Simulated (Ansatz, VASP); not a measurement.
CaSbC: VASP beside Ansatz

The input INCAR:

```
SYSTEM = CaSbC
  PREC = Accurate
  ENCUT = 600
  EDIFF = 1E-6
  ISMEAR = 0
  SIGMA = 0.1
  LREAL = .False.
  LASPH = .True.
  NELM = 60
  ALGO = Normal
  ISIF = 3
  LWAVE = .False.
  LCHARG = .False.
  GGA = PE
  IBRION = 2
  NSW = 90
  EDIFFG = -0.04
```

KPOINTS

```
Automatic mesh
0
Gamma
  4 4 4
  0 0 0
```

POSCAR

```
CaSbC
1.0
    4.0501281487      0.0000000000      0.0000000000
    0.0000000000      4.0501281487      0.0000000000
    0.0000000000      0.0000000000      7.1277205334
Ca Sb C
2 2 2
Direct
    0.5000000000      0.0000000000      0.2055000000
    0.0000000000      0.5000000000      0.7945000000
    0.5000000000      0.0000000000      0.6485000000
    0.0000000000      0.5000000000      0.3515000000
    0.0000000000      0.0000000000      0.0000000000
    0.5000000000      0.5000000000      0.0000000000
```

Input for Ansatz:

```yaml
crystal:
  lattice:
    - [4.0501281487, 0.0, 0.0]
    - [0.0, 4.0501281487, 0.0]
    - [0.0, 0.0, 7.1277205334]
  atoms:
    - { symbol: Ca, position: [0.5, 0.0, 0.2055] }
    - { symbol: Ca, position: [0.0, 0.5, 0.7945] }
    - { symbol: Sb, position: [0.5, 0.0, 0.6485] }
    - { symbol: Sb, position: [0.0, 0.5, 0.3515] }
    - { symbol: C, position: [0.0, 0.0, 0.0] }
    - { symbol: C, position: [0.5, 0.5, 0.0] }
basis:
  ecutwfc: 420
kpoints:
  mp_grid: { grid: [4, 4, 4] }
hamiltonian:
  xc: pbe
scf:
  occupations: { method: gaussian, width: 0.1 }
  lower_state_search: "off"
output:
  forces: true
  stress: true
  eigenvalues: true
relax:
  adjacent_minimum: "off"
  f_tol: 0.04
  max_steps: 70
  cell: { stress_tol: 0.4 }
```

Alike in both runs: task relaxation of cell and atoms; functional PBE; k mesh 4 × 4 × 4; occupations gaussian, width 0.1 eV; no spin polarisation.

|  | VASP | Ansatz |
| --- | --- | --- |
| version | VASP 6.6.1 | Ansatz 0.2.0 |
| potentials or method | VASP PAW PBE potentials, release 64 (Ca_sv, Sb, C), cutoff 600 eV | scalar-relativistic, plane waves, PAW |
| valence electrons in the cell | 38 | 58 |

|  | VASP | Ansatz | Ansatz less VASP |
| --- | --- | --- | --- |
| gap on the k mesh at the Fermi level, each at its own relaxed structure (eV) | none | none | - |
| relaxed volume (Å³/atom) | 20.26 | 20.21 | -0.047 |
| relaxed length of the cell vector where the two differ most in proportion (Å) | 4.382 | 4.378 | -0.0042 |

A gap of «none» marks a metal or a gap that the smearing closes. VASP's potentials hold 38 valence electrons a cell and Ansatz's 58, so a difference there can come from the potentials and not from the codes.

The k mesh is coarse, so the values compare programs but aren't converged. Neither program's run includes spin-orbit coupling.
